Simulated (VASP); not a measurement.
# CoPdO2 (R-3m) in VASP: electric field gradients with PBE

Aim: the electric field gradients of CoPdO2 with PBE.

Program: VASP 6.6.1. These are calculated values, not measurements. Logs are shortened: lines on timing, memory, paths and dates and some standing lists are left out, and cuts for length are marked.

## (1) The cell of the first run

Symmetry: R-3m, No. 166, trigonal system. Conventional cell: a = 2.845 Å, b = 2.845 Å, c = 17.880 Å, α = 90.00°, β = 90.00°, γ = 120.00°. Within 2.5 Å of Co (site symmetry -3m) lie 6 O at 1.91 Å. Pd (site symmetry -3m) has 2 O at 2.01 Å within 2.7 Å. O (site symmetry 3m) has 3 Co at 1.91 Å and 1 Pd at 2.01 Å and 3 O at 2.54 Å within 2.6 Å.

## (2) Electric field gradients, PBE, collinear spin, ferromagnetic start

File INCAR:

```
SYSTEM = CoPdO2
PREC = Accurate ; ENCUT = 520
EDIFF = 1E-8 ; ISMEAR = -1
SIGMA = 0.05 ; LREAL = .FALSE.
LASPH = .TRUE. ; NELM = 150
ALGO = Normal ; ISIF = 2
LWAVE = .FALSE. ; LCHARG = .FALSE.
ISPIN = 2 ; MAGMOM = 3 0 0 0
LORBIT = 11 ; LMAXMIX = 4
GGA = PE ; LEFG = .TRUE.
NBANDS = 28
```

File KPOINTS:

```
Automatic mesh
0
G
  13 13 13
  0 0 0
```

File POSCAR:

```
CoPdO2
1.0
    1.4224995077      0.8212804737      5.9600000000
   -1.4224995077      0.8212804737      5.9600000000
    0.0000000000     -1.6425609474      5.9600000000
Co Pd O
1 1 2
Direct
    0.5000000000      0.5000000000      0.5000000000
    0.0000000000      0.0000000000      0.0000000000
    0.1126010207      0.1126010207      0.1126010207
    0.8873989793      0.8873989793      0.8873989793
```

Potentials or basis: VASP PAW PBE potentials, release 64 (Co, Pd, O).

The run is started by

```
> cat potpaw_PBE.64/Co/POTCAR potpaw_PBE.64/Pd/POTCAR potpaw_PBE.64/O/POTCAR > POTCAR
> mpirun -np 1 vasp_std > vasp.out
```

OUTCAR:

```text
SYSTEM = CoPdO2
   PREC = Accurate
   ENCUT = 520
   EDIFF = 1E-8
   ISMEAR = -1
   LREAL = .FALSE.
   LASPH = .TRUE.
   NELM = 150
   ISIF = 2
   ISPIN = 2
   LORBIT = 11
   GGA = PE

 ion  position               nearest neighbor table
   1  0.500  0.500  0.500-   3 1.91   3 1.91   4 1.91   4 1.91   3 1.91   4 1.91
   2  0.000  0.000  0.000-   3 2.01   4 2.01
   3  0.113  0.113  0.113-   1 1.91   1 1.91   1 1.91   2 2.01
   4  0.887  0.887  0.887-   1 1.91   1 1.91   1 1.91   2 2.01

  LATTYP: Found a trigonal (rhomboedric) cell.
 ALAT       =     6.1822007785
 COS(alpha) =     0.8941116858

  Lattice vectors:

 A1 = (   1.4224995077,   0.8212804737,   5.9600000000)
 A2 = (  -1.4224995077,   0.8212804737,   5.9600000000)
 A3 = (   0.0000000000,  -1.6425609474,   5.9600000000)

Analysis of symmetry for initial positions (statically):
=====================================================================
 Subroutine PRICEL returns:
 Original cell was already a primitive cell.

 Routine SETGRP: Setting up the symmetry group for a
 trigonal (rhombohedral) supercell.

 Subroutine GETGRP returns: Found 12 space group operations
 (whereof 12 operations were pure point group operations)
 out of a pool of 12 trial point group operations.

The static configuration has the point symmetry D_3d.

Analysis of symmetry for dynamics (positions and initial velocities):
=====================================================================
 Subroutine PRICEL returns:
 Original cell was already a primitive cell.

 Routine SETGRP: Setting up the symmetry group for a
 trigonal (rhombohedral) supercell.

 Subroutine GETGRP returns: Found 12 space group operations
 (whereof 12 operations were pure point group operations)
 out of a pool of 12 trial point group operations.

The dynamic configuration has the point symmetry D_3d.

Analysis of structural, dynamic, and magnetic symmetry:
=====================================================================
 Subroutine PRICEL returns:
 Original cell was already a primitive cell.

 Routine SETGRP: Setting up the symmetry group for a
 trigonal (rhombohedral) supercell.

 Subroutine GETGRP returns: Found 12 space group operations
 (whereof 12 operations were pure point group operations)
 out of a pool of 12 trial point group operations.

The overall configuration has the point symmetry D_3d.

 Subroutine INISYM returns: Found 12 space group operations
 (whereof 12 operations are pure point group operations),
 and found     1 'primitive' translations

----------------------------------------------------------------------------------------

                                     Primitive cell

  volume of cell :      41.7774

  direct lattice vectors                    reciprocal lattice vectors
     1.422499508  0.821280474  5.960000000     0.351493971  0.202935138  0.055928412
    -1.422499508  0.821280474  5.960000000    -0.351493971  0.202935138  0.055928412
     0.000000000 -1.642560947  5.960000000     0.000000000 -0.405870277  0.055928412

  length of vectors
     6.182200779  6.182200779  6.182200779     0.409705588  0.409705588  0.409705588

  position of ions in fractional coordinates (direct lattice)
     0.500000000  0.500000000  0.500000000
     0.000000000  0.000000000  0.000000000
     0.112601021  0.112601021  0.112601021
     0.887398979  0.887398979  0.887398979

  ion indices of the primitive-cell ions
   primitive index   ion index
                 1           1
                 2           2
                 3           3
                 4           4

----------------------------------------------------------------------------------------

 KPOINTS: Automatic mesh
[... 81 lines left out ...]
   EMIN   =  10.00;   EMAX   =-10.00  energy-range for DOS
   EFERMI =   0.00;   METHOD = LEGACY
   ISMEAR =    -1;   SIGMA  =   0.05  broadening in eV -4-tet -1-fermi 0-gaus
   EFERMI_NEDOS =   21; number of points for ismear=-14 and -15
   IALGO  =     38    algorithm
   IMIX   =      4    mixing-type and parameters
     AMIX     =   0.40;   BMIX     =  1.00
     AMIX_MAG =   1.60;   BMIX_MAG =  1.00
  volume/ion in A,a.u.               =      10.44        70.48
  Fermi-wavevector in a.u.,A,eV,Ry     =   1.482114  2.800790 29.887410  2.196663
  Thomas-Fermi vector in A             =   2.595941
   LORBIT       =     11    0 simple, 1 ext, 2 COOP (PROOUT), +10 PAW based schemes
   GGA     = PE    functional components
   LHFCALC =     F    Hartree Fock is set to
   AEXX    =    0.0000 exact exchange contribution
   IVDW    =     0    specifies the selected vdW correction
   LEPSILON=     F    determine dielectric tensor
   LRPA    =     F    only Hartree local field effects (RPA)
 spin polarized calculation
  energy-cutoff  :      520.00
  volume of cell :       41.78
 maximum number of plane-waves:      1143
 NGX is ok and might be reduce to    48
   NGX = 23   NGY = 23   NGZ = 23

 number of electron      31.0000000 magnetization      -0.0001053

 number of electron      31.0000000 magnetization       0.0000116

 Free energy of the ion-electron system (eV)
  ---------------------------------------------------
  ext. energy  EPLUGINS =         0.00000000
  ---------------------------------------------------
  free energy    TOTEN  =       -25.59700176 eV

  energy without entropy =      -25.58781037  energy(sigma->0) =      -25.59240607

 E-fermi :   7.5713     XC(G=0): -12.3840

 val. band max:        7.5605940368   @ k =  -0.3846   0.2308   0.2308
 cond. band min:       7.7499857025   @ k =   0.4615   0.4615  -0.0000
 fundamental gap:      0.1893916657
 Fermi energy:         7.5712892697

 spin component 1

 k-point     1 :       0.0000    0.0000    0.0000
  band No.  band energies     occupation
      1     -13.2348      1.00000
      2     -11.3819      1.00000
      3      -0.7957      1.00000
      4       1.6368      1.00000
      5       1.6368      1.00000
      6       2.6515      1.00000
[... 709 lines left out ...]
     26      23.7676      0.00000
     27      25.6180      0.00000

 [... further k-points ...]

 spin component 2

 k-point     1 :       0.0000    0.0000    0.0000
  band No.  band energies     occupation
      1     -13.2348      1.00000
      2     -11.3819      1.00000
      3      -0.7957      1.00000
      4       1.6368      1.00000
      5       1.6368      1.00000
      6       2.6515      1.00000
[... 709 lines left out ...]
     26      23.7676      0.00000
     27      25.6180      0.00000

 [... further k-points ...]

 [bands above 27 left out]

------------------------ aborting loop because EDIFF is reached ----------------------------------------

  FORCE on cell =-STRESS in cart. coord.  units (eV):
  Direction    XX          YY          ZZ          XY          YZ          ZX
  --------------------------------------------------------------------------------------
  -------------------------------------------------------------------------------------
  Total        0.5993718      0.5993718      0.0823549      0.0000000      0.0000000      0.0000000
  in kB       22.9861259     22.9861259      3.1583386      0.0000000      0.0000000      0.0000000
  external PRESSURE =      16.3768634 kB  Pullay stress =       0.0000000 kB

 VOLUME and BASIS-vectors are now :
 -----------------------------------------------------------------------------
  energy-cutoff  :      520.00
  volume of cell :       41.78
      direct lattice vectors                 reciprocal lattice vectors
     1.422499508  0.821280474  5.960000000     0.351493971  0.202935138  0.055928412
    -1.422499508  0.821280474  5.960000000    -0.351493971  0.202935138  0.055928412
     0.000000000 -1.642560947  5.960000000     0.000000000 -0.405870277  0.055928412

 POSITION                                       TOTAL-FORCE (eV/Angst)
 -----------------------------------------------------------------------------------
      0.00000      0.00000      8.94000         0.000000      0.000000     -0.000000
      0.00000      0.00000      0.00000        -0.000000      0.000000     -0.000000
      0.00000      0.00000      2.01331        -0.000000      0.000000     -0.050386
      0.00000      0.00000     15.86669        -0.000000     -0.000000      0.050386
 -----------------------------------------------------------------------------------
    total drift:                               -0.000000      0.000000      0.000000

  FREE ENERGIE OF THE ION-ELECTRON SYSTEM (eV)
  ---------------------------------------------------
  free  energy   TOTEN  =       -25.5970017645 eV

  energy  without entropy=      -25.5878103691  energy(sigma->0) =      -25.59240607

 Electric field gradients (V/A^2)
---------------------------------------------------------------------
 ion       V_xx      V_yy      V_zz      V_xy      V_xz      V_yz
---------------------------------------------------------------------
   1     -12.249   -12.249    24.498    -0.000    -0.000     0.000
   2     -12.462   -12.462    24.923    -0.000     0.000    -0.000
   3     -15.762   -15.762    31.524     0.000     0.000    -0.000
   4     -15.762   -15.762    31.524    -0.000     0.000    -0.000
---------------------------------------------------------------------

 Electric field gradients after diagonalization (V/A^2)
 (convention: |V_zz| > |V_xx| > |V_yy|)
----------------------------------------------------------------------
 ion       V_xx      V_yy      V_zz     asymmetry (V_yy - V_xx)/ V_zz
----------------------------------------------------------------------
   1     -12.249   -12.249    24.498       0.000
   2     -12.462   -12.462    24.923       0.000
   3     -15.762   -15.762    31.524       0.000
   4     -15.762   -15.762    31.524       0.000
----------------------------------------------------------------------

           NMR quadrupolar parameters

 Cq : quadrupolar parameter    Cq=e*Q*V_zz/h
 eta: asymmetry parameters     (V_yy - V_xx)/ V_zz
 Q  : nuclear electric quadrupole moment in mb (millibarn)
----------------------------------------------------------------------
 ion       Cq(MHz)       eta       Q (mb)
----------------------------------------------------------------------
   1       0.059       0.000       1.000
   2       0.060       0.000       1.000
   3       0.076       0.000       1.000
   4       0.076       0.000       1.000
----------------------------------------------------------------------

 total charge

# of ion       s       p       d       tot
------------------------------------------
    1        0.428   0.655   7.322   8.404
    2        0.468   0.450   8.448   9.366
    3        1.560   3.435   0.000   4.995
    4        1.560   3.435   0.000   4.995
--------------------------------------------------
tot          4.015   7.976  15.769  27.760

 magnetization (x)

# of ion       s       p       d       tot
------------------------------------------
    1        0.000   0.000   0.000   0.000
    2       -0.000   0.000  -0.000  -0.000
    3       -0.000   0.000   0.000  -0.000
    4       -0.000   0.000   0.000  -0.000
--------------------------------------------------
tot         -0.000   0.000   0.000   0.000
```

Wall time 86 min (1 thread of Oxide Virtual Turin-like, shared host); peak memory 0.69 GiB.

What came out:

```yaml
Free_energy: -25.5970 eV
Pressure: 1.6 GPa
Largest_force: 0.050 eV/Å
Net_moment: 0.00 μB per cell
Largest_electric_field_gradient_by_atom: Co +24.5; Pd +24.9; O +31.5 V/Å²
Valence_electrons_inside_the_program's_atomic_spheres: Co 8.40; Pd 9.37; O 5.00
```

Forces in eV/Å, atoms in the order of the input:
```
Co   0.000  0.000  0.000
Pd   0.000  0.000  0.000
O    0.000  0.000 -0.050
O    0.000  0.000  0.050
```

Stress tensor (GPa, compression positive):
```
2.30 0.00 0.00
0.00 2.30 0.00
0.00 0.00 0.32
```

Levels at points of the mesh, in eV from the Fermi level:
Spin up:
```
           k point  band 12  band 13  band 14  band 15  band 16  band 17  band 18  band 19  band 20  band 21
(0.00, 0.00, 0.00)    -1.61    -1.61    -1.37    -1.37    -0.94     2.13     2.13     2.92     6.53     9.39
```
Spin down:
```csv
k point,band 13,band 14,band 15,band 16,band 17,band 18,band 19,band 20
"(0.00, 0.00, 0.00)",-1.61,-1.37,-1.37,-0.94,2.13,2.13,2.92,6.53
```

Electric field gradients, principal values (V/Å²):
| atom | least | middle | greatest (by size) |
| --- | --- | --- | --- |
| 1 Co | -12.249 | -12.249 | 24.498 |
| 2 Pd | -12.462 | -12.462 | 24.923 |
| 3 O | -15.762 | -15.762 | 31.524 |
| 4 O | -15.762 | -15.762 | 31.524 |

Caveat: without QUAD_EFG the Cq values of the log hold for a quadrupole moment of 1 mb, not for the nuclei; semilocal functionals often make such compounds metallic where correlation or magnetic order opens a gap, which also shifts bond lengths.
